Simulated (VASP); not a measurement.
**WC: single point with revPBE**

The system is WC.

```xyz
2
Lattice="0.0000 2.1960 2.1960 2.1960 0.0000 2.1960 2.1960 2.1960 0.0000" Properties=species:S:1:pos:R:3 pbc="T T T"
W     0.0000    0.0000    0.0000
C     2.1960    2.1960    2.1960
```

| Property | Result |
| --- | --- |
| Program | VASP 6.6.1 |
| Task | single point |
| Functional | revPBE |
| Potentials or basis | VASP PAW PBE potentials, release 64 (W_sv, C) |
| Cutoff | 520 eV |
| k mesh | 10 × 10 × 10 |
| Occupations | fermi-dirac, width 0.05 eV |
| Spin | no spin polarisation |

* Pressure: 0.8 GPa
* Band gap on the k mesh: zero (band 9 reaches 13.45 eV, above the bottom of band 10 at 10.29 eV)

Levels at points of the mesh, in eV from the Fermi level:
```tsv
k point	band 5	band 6	band 7	band 8	band 9	band 10	band 11	band 12	band 13	band 14
(0.00, 0.00, 0.00)	-15.86	-2.77	-2.77	-2.77	-1.11	-1.11	-1.11	-1.00	-1.00	6.37
(0.50, 0.00, 0.00)	-11.32	-9.81	-6.60	-6.60	0.99	0.99	2.27	4.84	8.70	8.70
(0.50, 0.50, 0.00)	-13.65	-5.78	-5.65	-2.55	-2.55	0.80	2.21	2.21	5.35	7.16
```

Run time: 16 s on 1 thread of Intel(R) Xeon(R) Platinum 8259CL CPU @ 2.50GHz (Skylake/Cascade Lake) (shared host), peak memory 0.14 GiB.

Caveat: the PAW data sets were made with another functional, which shifts forces and pressure a little; spin-orbit coupling is left out, which moves the levels of the heavy elements.
